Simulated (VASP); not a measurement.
Set up this calculation in VASP 6.6.1, as the native input.

```
Task                   : relaxation of cell and atoms
Functional             : PBEsol
Potentials or basis    : VASP PAW PBE potentials, release 64 (Ga_d, N)
Cutoff                 : 600 eV
k mesh                 : 12 × 12 × 12
Occupations            : fermi-dirac, width 0.08 eV
Spin                   : no spin polarisation
Dipole correction      : no
Further INCAR settings : ALGO = Normal; EDIFF = 1e-06; IBRION = 2; EDIFFG = -0.002; NSW = 100; ISIF = 3
```

The structure of GaN lies in POSCAR:

```
GaN
1.0
    0.0000000000      2.2535006075      2.2535006075
    2.2535006075      0.0000000000      2.2535006075
    2.2535006075      2.2535006075      0.0000000000
Ga N
1 1
Direct
    0.0000000000      0.0000000000      0.0000000000
    0.2500000000      0.2500000000      0.2500000000
```

One way to write it, as run:

INCAR

```
SYSTEM = GaN
  PREC = Accurate
  ENCUT = 600
  EDIFF = 1E-6
  ISMEAR = -1
  SIGMA = 0.08
  LREAL = .False.
  LASPH = .True.
  NELM = 60
  ALGO = Normal
  ISIF = 3
  LWAVE = .False.
  LCHARG = .False.
  GGA = PS
  IBRION = 2
  NSW = 100
  EDIFFG = -0.002
```

KPOINTS

```
regular mesh
0
Gamma
  12 12 12
  0 0 0
```

Potentials or basis: VASP PAW PBE potentials, release 64 (Ga_d, N).

Run with:

```sh
$ cat potpaw_PBE.64/Ga_d/POTCAR potpaw_PBE.64/N/POTCAR > POTCAR
$ mpirun -np 1 vasp_std > vasp.out
```

Results of the run:

```json
{
 "Relaxed volume": "11.35 Å³/atom",
 "Relaxed cell": "a = 3.178 Å, b = 3.178 Å, c = 3.178 Å, α = 60.00°, β = 60.00°, γ = 60.00°",
 "Space group after relaxing (to 0.05 Å)": "F-43m (No. 216)",
 "Energy gained by relaxing": "0.4 meV/atom",
 "Ionic steps": "14",
 "Pressure after relaxing": "0.0 GPa",
 "Band gap on the k mesh": "1.73 eV, direct"
}
```

Caveat: the PAW data sets were made with another functional, which shifts forces and pressure a little.

Wall time 72 s on 1 thread of Intel(R) Xeon(R) 6975P-C (Granite Rapids), on a shared host, peak memory 0.18 GiB.
